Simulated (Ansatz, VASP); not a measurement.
One calculation of TiSi2, two programs

```
Ti Si
1.0
    -0.05336    3.99938    4.24805
     2.36281   -0.03105    4.24805
     2.30945    3.96833    0.00000
Ti Si
2 4
Direct
  0.74882 0.74882 0.75118
  0.50118 0.50118 0.49882
  0.08683 0.41311 0.08566
  0.41311 0.08683 0.41440
  0.16317 0.83689 0.16434
  0.83689 0.16317 0.83560
```

Change from the starting cell: strain along c alone, the other axes held, atoms relaxed: -3.0 %.

Alike in both runs: functional PBEsol; k mesh 10 × 10 × 10; occupations gaussian, width 0.1 eV; no spin polarisation.

Ansatz relaxed the structure, and its values are those at the end. VASP's run is a single point on that final structure, the one shown.

```csv
,VASP,Ansatz
version,VASP 6.6.1,Ansatz 0.2.0
potentials or method,"VASP PAW PBE potentials, release 64 (Ti_sv, Si), cutoff 520 eV","scalar-relativistic, plane waves, PAW"
valence electrons in the cell,40,40
```

|  | VASP | Ansatz | Ansatz less VASP |
| --- | --- | --- | --- |
| gap on the k mesh at the Fermi level (eV) | none | none | - |
| pressure (GPa) | 4.8 | 4.6 | -0.17 |

VASP's potentials were made for PBE, not for PBEsol. A gap of «none» marks a metal or a gap that the smearing closes. Ansatz's warnings: stress scf threshold loose.
